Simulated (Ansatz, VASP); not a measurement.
# Two plane-wave programs on MgO

```xyz
8
Lattice="3.1920 0.0000 0.0000 -1.5960 2.7644 0.0000 0.0000 0.0000 11.5496" Properties=species:S:1:pos:R:3 pbc="T T T"
Mg    0.0000    1.8429   11.1973
Mg    0.0000    0.0000    2.5504
Mg    0.0000    0.0000    8.3252
Mg    1.5960    0.9215    5.4224
O     0.0000    1.8429    9.0092
O     0.0000    0.0000    6.1172
O     0.0000    0.0000    0.3424
O     1.5960    0.9215    3.2344
```

Alike in both runs: task single point; functional PBE; k mesh 9 × 9 × 4; occupations gaussian, width 0.05 eV; no spin polarisation.

```csv
,VASP,Ansatz
version,VASP 6.6.1,Ansatz 0.2.0
potentials or method,"VASP PAW PBE potentials, release 64 (Mg, O), cutoff 520 eV","scalar-relativistic, plane waves, PAW"
valence electrons in the cell,32,64
```

```csv
,VASP,Ansatz,Ansatz less VASP
gap on the k mesh at the Fermi level (eV),3.09,3.11,+0.022
least direct gap on the mesh (eV),3.09,3.11,+0.022
pressure (GPa),-2.3,-1.9,+0.41
"traceless stress, the component that is largest in VASP (GPa)",-14.19,-14.00,+0.188
rms of the force components (eV/Å),0.263,0.260,-0.0029
```

Atom by atom the forces differ by 0.003 eV/Å (rms over components). VASP's potentials hold 32 valence electrons a cell and Ansatz's 64, so a difference there can come from the potentials and not from the codes.
